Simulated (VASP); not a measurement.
# Al in VASP: further runs

Runs on Al. Level: LDA. Tasks: single point.

Everything below comes from runs of VASP 6.6.1. Logs are shortened: lines on timing, memory, paths and dates and some standing lists are left out, and cuts for length are marked.

### Step 1. The cell of the first run

The structure is hexagonal, space group P6_3/mmc (No. 194). The conventional cell has a = 2.827 Å, b = 2.827 Å, c = 9.186 Å, α = 90.00°, β = 90.00°, γ = 120.00°. Al (site symmetry -3m) has 12 Al at 2.82 to 2.83 Å within 3.7 Å. Al (site symmetry -6m2) has 12 Al at 2.82 to 2.83 Å within 3.7 Å.

### Step 2. Single point, LDA

INCAR reads:

```
PREC     = Accurate       # precision mode
ENCUT    = 520            # plane-wave cutoff, eV
EDIFF    = 1E-6           # SCF threshold, eV
ISMEAR   = -1             # smearing method
SIGMA    = 0.05           # smearing width, eV
LREAL    = F              # projectors in reciprocal space
LASPH    = T              # aspherical terms in the spheres
NELM     = 100            # most SCF steps
ALGO     = Normal         # electronic algorithm
ISIF     = 2              # what is computed and relaxed
LWAVE    = F              # write WAVECAR
LCHARG   = F              # write CHGCAR
GGA      = CA             # functional
NBANDS   = 14             # bands
```

KPOINTS reads:

```
regular mesh
0
Gamma
  14 14 4
```

POSCAR reads:

```
Al
1.0
    2.8270770000      0.0000000000      0.0000000000
   -1.4135390000      2.4483210000      0.0000000000
    0.0000000000      0.0000000000      9.1859930000
Al
4
Direct
    0.0000000000      0.0000000000      0.0000000000
    0.3333333333      0.6666666667      0.2500000000
    0.0000000000      0.0000000000      0.5000000000
    0.6666666667      0.3333333333      0.7500000000
```

Potentials or basis: VASP PAW LDA potentials, release 64 (Al).

Run with:

```console
> cat potpaw_LDA.64/Al/POTCAR > POTCAR
> mpirun -np 1 vasp_std > vasp.out
```

OUTCAR:

```text
PREC = Accurate
   ENCUT = 520
   EDIFF = 1E-6
   ISMEAR = -1
   LREAL = F
   LASPH = T
   NELM = 100
   ISIF = 2
   GGA = CA

 ion  position               nearest neighbor table
   1  0.000  0.000  0.000-   4 2.82   2 2.82   4 2.82   2 2.82   4 2.82   2 2.82
   2  0.333  0.667  0.250-   1 2.82   3 2.82   1 2.82   3 2.82   1 2.82   3 2.82
   3  0.000  0.000  0.500-   4 2.82   2 2.82   4 2.82   2 2.82   4 2.82   2 2.82
   4  0.667  0.333  0.750-   1 2.82   3 2.82   1 2.82   3 2.82   1 2.82   3 2.82

  LATTYP: Found a hexagonal cell.
 ALAT       =     2.8270770000
 C/A-ratio  =     3.2492899910

  Lattice vectors:

 A1 = (   2.8270770000,   0.0000000000,   0.0000000000)
 A2 = (  -1.4135390000,   2.4483210000,   0.0000000000)
 A3 = (   0.0000000000,   0.0000000000,   9.1859930000)

Analysis of symmetry for initial positions (statically):
=====================================================================
 Subroutine PRICEL returns:
 Original cell was already a primitive cell.

 Routine SETGRP: Setting up the symmetry group for a
 hexagonal supercell.

 Subroutine GETGRP returns: Found 24 space group operations
 (whereof 12 operations were pure point group operations)
 out of a pool of 24 trial point group operations.

The static configuration has the point symmetry D_3d.
 The point group associated with its full space group is D_6h.

Analysis of symmetry for dynamics (positions and initial velocities):
=====================================================================
 Subroutine PRICEL returns:
 Original cell was already a primitive cell.

 Routine SETGRP: Setting up the symmetry group for a
 hexagonal supercell.

 Subroutine GETGRP returns: Found 24 space group operations
 (whereof 12 operations were pure point group operations)
 out of a pool of 24 trial point group operations.

The dynamic configuration has the point symmetry D_3d.
 The point group associated with its full space group is D_6h.

 Subroutine INISYM returns: Found 24 space group operations
 (whereof 12 operations are pure point group operations),
 and found     1 'primitive' translations

----------------------------------------------------------------------------------------

                                     Primitive cell

  volume of cell :      63.5817

  direct lattice vectors                    reciprocal lattice vectors
     2.827077000  0.000000000  0.000000000     0.353722237  0.204221659  0.000000000
    -1.413539000  2.448321000  0.000000000     0.000000000  0.408443174  0.000000000
     0.000000000  0.000000000  9.185993000     0.000000000  0.000000000  0.108861394

[... 96 lines left out ...]
   TEBEG  =    0.0;   TEEND  =   0.0 temperature during run
   PSTRESS=    0.0 pullay stress
   NELECT =      12.0000    total number of electrons
   NUPDOWN=      -1.0000    fix difference up-down
   EMIN   =  10.00;   EMAX   =-10.00  energy-range for DOS
   EFERMI =   0.00;   METHOD = LEGACY
   ISMEAR =    -1;   SIGMA  =   0.05  broadening in eV -4-tet -1-fermi 0-gaus
   EFERMI_NEDOS =   21; number of points for ismear=-14 and -15
   IALGO  =     38    algorithm
   IMIX   =      4    mixing-type and parameters
     AMIX     =   0.40;   BMIX     =  1.00
     AMIX_MAG =   1.60;   BMIX_MAG =  1.00
  volume/ion in A,a.u.               =      15.90       107.27
  Fermi-wavevector in a.u.,A,eV,Ry     =   0.939055  1.774557 11.997958  0.881825
  Thomas-Fermi vector in A             =   2.066329
   LORBIT       =      0    0 simple, 1 ext, 2 COOP (PROOUT), +10 PAW based schemes
   GGA     = CA    functional components
   LHFCALC =     F    Hartree Fock is set to
   AEXX    =    0.0000 exact exchange contribution
   IVDW    =     0    specifies the selected vdW correction
   LEPSILON=     F    determine dielectric tensor
   LRPA    =     F    only Hartree local field effects (RPA)
 non-spin polarized calculation
  energy-cutoff  :      520.00
  volume of cell :       63.58
 maximum number of plane-waves:      1734
 NGX is ok and might be reduce to    24
   NGX = 11   NGY = 11   NGZ = 35

 number of electron      12.0000000 magnetization

 Free energy of the ion-electron system (eV)
  ---------------------------------------------------
  ext. energy  EPLUGINS =         0.00000000
  ---------------------------------------------------
  free energy    TOTEN  =       -16.70917631 eV

  energy without entropy =      -16.69474321  energy(sigma->0) =      -16.70195976

 E-fermi :   8.1938     XC(G=0): -10.4833

 val. band max:        8.1558086476   @ k =   0.1429   0.0714   0.5000
 cond. band min:       8.1944986241   @ k =   0.4286   0.1429   0.2500
 fundamental gap:      0.0386899765
 Fermi energy:         8.1937524942

 k-point     1 :       0.0000    0.0000    0.0000
  band No.  band energies     occupation
      1      -3.1770      2.00000
      2      -1.4425      2.00000
      3      -1.4337      2.00000
      4       3.5141      2.00000
      5       3.8014      2.00000
      6      11.7744      0.00000
      7      11.7883      0.00000
      8      18.9466      0.00000
      9      18.9466      0.00000
     10      19.1387      0.00000
     11      19.1387      0.00000
     12      20.1335      0.00000
     13      20.1354      0.00000
     14      20.3188      0.00000
[... 377 lines left out ...]
      1       4.2199      2.00000
      2       4.3153      2.00000
      3       5.4969      2.00000
      4       5.6292      2.00000
      5       5.9069      2.00000
      6       6.1200      2.00000
      7       6.3152      2.00000
      8       7.6862      1.99992
      9       7.7528      1.99970
     10      10.3479      0.00000
     11      10.9956      0.00000
     12      11.2012      0.00000
     13      11.5926      0.00000
     14      12.4001      0.00000

 [... further k-points ...]
[... 5 lines left out ...]
  --------------------------------------------------------------------------------------
  -------------------------------------------------------------------------------------
  Total       -0.2670621     -0.2670622      0.2898545      0.0000001     -0.0000000      0.0000000
  in kB       -6.7296238     -6.7296266      7.3039613      0.0000014     -0.0000000      0.0000000
  external PRESSURE =      -2.0517630 kB  Pullay stress =       0.0000000 kB

 VOLUME and BASIS-vectors are now :
 -----------------------------------------------------------------------------
  energy-cutoff  :      520.00
  volume of cell :       63.58
      direct lattice vectors                 reciprocal lattice vectors
     2.827077000  0.000000000  0.000000000     0.353722237  0.204221659  0.000000000
    -1.413539000  2.448321000  0.000000000     0.000000000  0.408443174  0.000000000
     0.000000000  0.000000000  9.185993000     0.000000000  0.000000000  0.108861394

 POSITION                                       TOTAL-FORCE (eV/Angst)
 -----------------------------------------------------------------------------------
      0.00000      0.00000      0.00000        -0.000000      0.000000      0.000000
     -0.00000      1.63221      2.29650         0.000000      0.000000      0.000000
      0.00000      0.00000      4.59300        -0.000000      0.000000      0.000000
      1.41354      0.81611      6.88949         0.000000     -0.000000     -0.000000
 -----------------------------------------------------------------------------------
    total drift:                               -0.000000      0.000000      0.000000

  FREE ENERGIE OF THE ION-ELECTRON SYSTEM (eV)
  ---------------------------------------------------
  free  energy   TOTEN  =       -16.7091763069 eV

  energy  without entropy=      -16.6947432076  energy(sigma->0) =      -16.70195976
```

OSZICAR:

```text
N       E                     dE             d eps       ncg     rms          rms(c)
DAV:   1     0.508508695546E+01    0.50851E+01   -0.42276E+03  2016   0.663E+02
DAV:   2    -0.161263811181E+02   -0.21211E+02   -0.19563E+02  2608   0.913E+01
DAV:   3    -0.168271364478E+02   -0.70076E+00   -0.68885E+00  2748   0.131E+01
DAV:   4    -0.168312944483E+02   -0.41580E-02   -0.41571E-02  2378   0.126E+00
DAV:   5    -0.168313225362E+02   -0.28088E-04   -0.28088E-04  2736   0.107E-01    0.285E+00
DAV:   6    -0.167570622471E+02    0.74260E-01   -0.92620E-03  2288   0.459E-01    0.160E+00
DAV:   7    -0.167099703295E+02    0.47092E-01   -0.19145E-02  2328   0.647E-01    0.248E-01
DAV:   8    -0.167091857147E+02    0.78461E-03   -0.46858E-04  2794   0.109E-01    0.215E-02
DAV:   9    -0.167091763212E+02    0.93936E-05   -0.21468E-05  2456   0.220E-02    0.286E-03
DAV:  10    -0.167091763069E+02    0.14292E-07   -0.63997E-07  1830   0.483E-03
   1 F= -.16709176E+02 E0= -.16701960E+02  d E =-.144331E-01
```

stdout:

```text
POSCAR found type information on POSCAR Al
 POSCAR found :  1 types and       4 ions
 scaLAPACK will be used
 LDA part: xc-table for (Slater(with rela. corr.)+CA(PZ))
 , standard interpolation
 POSCAR, INCAR and KPOINTS ok, starting setup
 FFT: planning ... GRIDC
 FFT: planning ... GRID_SOFT
 FFT: planning ... GRID
 WAVECAR not read
 entering main loop
```

It took 16 s on 1 thread of Intel Xeon 6975P-C (Granite Rapids), shared host; peak memory 0.18 GiB.

What came out:

* Free energy: -16.7092 eV
* Pressure: -0.2 GPa
* Band gap on the k mesh: zero (band 6 reaches 12.13 eV, above the bottom of band 7 at 6.32 eV)

### Step 3. Single point, LDA

INCAR reads:

```
SYSTEM = Al
PREC     = Accurate       ! precision mode
ENCUT    = 520            ! plane-wave cutoff, eV
EDIFF    = 1E-6           ! SCF threshold, eV
ISMEAR   = -1             ! smearing method
SIGMA    = 0.05           ! smearing width, eV
LREAL    = .FALSE.        ! projectors in reciprocal space
LASPH    = .TRUE.         ! aspherical terms in the spheres
NELM     = 100            ! most SCF steps
ALGO     = Normal         ! electronic algorithm
ISIF     = 2              ! what is computed and relaxed
LWAVE    = .FALSE.        ! write WAVECAR
LCHARG   = .FALSE.        ! write CHGCAR
GGA      = CA             ! functional
NBANDS   = 14             ! bands
```

KPOINTS reads:

```
regular mesh
0
G
  14 14 4
  0 0 0
```

POSCAR reads:

```
Al
1.0
    2.8270770000     -0.0141353850     -0.0141353850
   -1.4257806050      2.4553886950     -0.0051739100
   -0.0459299650     -0.0459299650      9.1859930000
Al
4
Direct
    0.0000000000      0.0000000000      0.0000000000
    0.3333333333      0.6666666667      0.2500000000
    0.0000000000      0.0000000000      0.5000000000
    0.6666666667      0.3333333333      0.7500000000
```

Potentials or basis: VASP PAW LDA potentials, release 64 (Al).

Run with:

```console
> cat potpaw_LDA.64/Al/POTCAR > POTCAR
> mpirun -np 1 vasp_std > vasp.out
```

Wall time 85 s (1 thread of Intel Xeon 6975P-C (Granite Rapids), shared host); peak memory 0.35 GiB.

Results (log left out):

- Free energy: -16.7078 eV
- Pressure: -0.2 GPa
- Band gap on the k mesh: zero (band 6 reaches 12.17 eV, above the bottom of band 7 at 6.28 eV)

Stress tensor (GPa, compression positive):
```
-0.64  0.10  0.30
 0.10 -0.66  0.31
 0.30  0.31  0.82
```

Levels at points of the mesh, in eV from the Fermi level:
| k point | band 3 | band 4 | band 5 | band 6 | band 7 | band 8 | band 9 | band 10 |
| --- | --- | --- | --- | --- | --- | --- | --- | --- |
| (0.00, 0.00, 0.00) | -9.62 | -4.68 | -4.39 | 3.59 | 3.60 | 10.64 | 10.82 | 10.88 |
| (0.50, 0.00, 0.00) | -4.01 | -3.86 | -3.41 | -3.18 | 0.84 | 1.28 | 1.49 | 1.82 |
| (0.00, 0.50, 0.00) | -4.04 | -3.91 | -3.45 | -3.27 | 0.81 | 1.26 | 1.42 | 1.74 |
| (0.50, 0.50, 0.00) | -4.06 | -3.97 | -3.48 | -3.36 | 0.77 | 1.25 | 1.34 | 1.66 |
| (0.00, 0.00, 0.50) | -7.48 | -7.48 | -0.82 | -0.82 | 8.55 | 8.55 | 10.94 | 10.98 |
| (0.50, 0.00, 0.50) | -4.85 | -4.82 | -1.96 | -1.71 | -1.30 | -1.03 | 4.54 | 4.69 |
| (0.00, 0.50, 0.50) | -4.89 | -4.88 | -1.98 | -1.80 | -1.32 | -1.12 | 4.55 | 4.70 |
| (0.50, 0.50, 0.50) | -4.94 | -4.94 | -1.97 | -1.91 | -1.31 | -1.23 | 4.59 | 4.69 |

### Step 4. Single point, LDA

INCAR reads:

```
SYSTEM = Al
ALGO     = Normal         ! electronic algorithm
EDIFF    = 1E-6           ! SCF threshold, eV
ENCUT    = 520            ! plane-wave cutoff, eV
ISIF     = 2              ! what is computed and relaxed
ISMEAR   = -1             ! smearing method
LASPH    = .True.         ! aspherical terms in the spheres
LCHARG   = .False.        ! write CHGCAR
LREAL    = .False.        ! projectors in reciprocal space
LWAVE    = .False.        ! write WAVECAR
NBANDS   = 14             ! bands
NELM     = 80             ! most SCF steps
PREC     = Accurate       ! precision mode
SIGMA    = 0.05           ! smearing width, eV
```

KPOINTS reads:

```
k-points
0
Gamma
  14 14 4
  0 0 0
```

POSCAR reads:

```
Al
1.0
    2.8270770000     -0.0094235900     -0.0094235900
   -1.4217000700      2.4530327967     -0.0034492733
   -0.0306199767     -0.0306199767      9.1859930000
Al
4
Direct
    0.0000000000      0.0000000000      0.0000000000
    0.3333333333      0.6666666667      0.2500000000
    0.0000000000      0.0000000000      0.5000000000
    0.6666666667      0.3333333333      0.7500000000
```

Run with:

```console
> cat potpaw_LDA.64/Al/POTCAR > POTCAR
> mpirun -np 1 vasp_std > vasp.out
```

Run time: 78 s. Hardware: 1 thread of Intel Xeon 6975P-C (Granite Rapids), shared host; peak memory 0.35 GiB.

Results (log left out):

- Free energy: -16.7086 eV
- Pressure: -0.2 GPa
- Band gap on the k mesh: zero (band 6 reaches 12.16 eV, above the bottom of band 7 at 6.29 eV)

Stress tensor (GPa, compression positive):
```
-0.66  0.05  0.21
 0.05 -0.67  0.21
 0.21  0.21  0.78
```

Levels at points of the mesh, in eV from the Fermi level:
| k point | band 3 | band 4 | band 5 | band 6 | band 7 | band 8 | band 9 | band 10 |
| --- | --- | --- | --- | --- | --- | --- | --- | --- |
| (0.00, 0.00, 0.00) | -9.63 | -4.68 | -4.39 | 3.58 | 3.60 | 10.68 | 10.83 | 10.86 |
| (0.50, 0.00, 0.00) | -4.01 | -3.90 | -3.40 | -3.24 | 0.84 | 1.29 | 1.44 | 1.77 |
| (0.00, 0.50, 0.00) | -4.03 | -3.93 | -3.43 | -3.29 | 0.82 | 1.27 | 1.40 | 1.72 |
| (0.50, 0.50, 0.00) | -4.04 | -3.96 | -3.46 | -3.34 | 0.79 | 1.26 | 1.36 | 1.67 |
| (0.00, 0.00, 0.50) | -7.49 | -7.49 | -0.82 | -0.82 | 8.55 | 8.55 | 10.99 | 11.01 |
| (0.50, 0.00, 0.50) | -4.87 | -4.85 | -1.94 | -1.77 | -1.27 | -1.09 | 4.59 | 4.73 |
| (0.00, 0.50, 0.50) | -4.90 | -4.89 | -1.95 | -1.83 | -1.29 | -1.15 | 4.60 | 4.73 |
| (0.50, 0.50, 0.50) | -4.93 | -4.92 | -1.95 | -1.90 | -1.28 | -1.23 | 4.63 | 4.70 |

### Step 5. Single point, LDA

INCAR reads:

```
SYSTEM = Al
PREC     = Accurate       ! precision mode
ENCUT    = 520            ! plane-wave cutoff, eV
EDIFF    = 1E-6           ! SCF threshold, eV
ISMEAR   = -1             ! smearing method
SIGMA    = 0.05           ! smearing width, eV
LREAL    = .FALSE.        ! projectors in reciprocal space
LASPH    = .TRUE.         ! aspherical terms in the spheres
NELM     = 100            ! most SCF steps
ALGO     = Normal         ! electronic algorithm
ISIF     = 2              ! what is computed and relaxed
LWAVE    = .FALSE.        ! write WAVECAR
LCHARG   = .FALSE.        ! write CHGCAR
GGA      = CA             ! functional
NBANDS   = 14             ! bands
```

KPOINTS reads:

```
regular mesh
0
G
  14 14 4
  0 0 0
```

POSCAR reads:

```
Al
1.0
    2.8270770000     -0.0047117950     -0.0047117950
   -1.4176195350      2.4506768983     -0.0017246367
   -0.0153099883     -0.0153099883      9.1859930000
Al
4
Direct
    0.0000000000      0.0000000000      0.0000000000
    0.3333333333      0.6666666667      0.2500000000
    0.0000000000      0.0000000000      0.5000000000
    0.6666666667      0.3333333333      0.7500000000
```

Run with:

```console
> cat potpaw_LDA.64/Al/POTCAR > POTCAR
> mpirun -np 1 vasp_std > vasp.out
```

Wall time 78 s (1 thread of Intel Xeon 6975P-C (Granite Rapids), shared host); peak memory 0.35 GiB.

The run converged. Its results:

| Item | Value |
| --- | --- |
| Free energy | -16.7090 eV |
| Pressure | -0.2 GPa |
| Band gap on the k mesh | zero (band 6 reaches 12.14 eV, above the bottom of band 7 at 6.30 eV) |

Stress tensor (GPa, compression positive):
```
-0.67  0.01  0.10
 0.01 -0.67  0.10
 0.10  0.10  0.74
```

Levels at points of the mesh, in eV from the Fermi level:
```tsv
k point	band 4	band 5	band 6	band 7	band 8	band 9
(0.00, 0.00, 0.00)	-4.68	-4.39	3.58	3.60	10.71	10.79
(0.50, 0.00, 0.00)	-3.93	-3.40	-3.28	0.84	1.29	1.41
(0.00, 0.50, 0.00)	-3.94	-3.42	-3.31	0.83	1.28	1.39
(0.50, 0.50, 0.00)	-3.96	-3.44	-3.33	0.81	1.27	1.37
(0.00, 0.00, 0.50)	-7.49	-0.82	-0.82	8.55	8.55	11.03
(0.50, 0.00, 0.50)	-4.88	-1.92	-1.83	-1.25	-1.16	4.65
(0.00, 0.50, 0.50)	-4.90	-1.92	-1.86	-1.25	-1.19	4.65
(0.50, 0.50, 0.50)	-4.91	-1.92	-1.90	-1.25	-1.23	4.66
```

### Step 6. Overview

```tsv
cell	gap on the mesh (eV)	pressure (GPa)
a = 2.827, b = 2.827, c = 9.186 Å, angles 90.0, 90.0, 120.0°, 4 atoms	none	-0.2
a = 2.827, b = 2.839, c = 9.186 Å, angles 90.2, 90.6, 120.4°, 4 atoms	none	-0.2
a = 2.827, b = 2.835, c = 9.186 Å, angles 90.1, 90.4, 120.3°, 4 atoms	none	-0.2
a = 2.827, b = 2.831, c = 9.186 Å, angles 90.1, 90.2, 120.1°, 4 atoms	none	-0.2
```

Alike in all rows: task single point; level LDA; potentials or basis VASP PAW LDA potentials, release 64 (Al); no spin polarisation; k mesh 14 × 14 × 4; cutoff (eV) 520; smearing fermi-dirac 0.05 eV.

Absolute energies hang on the potentials; compare differences alone.
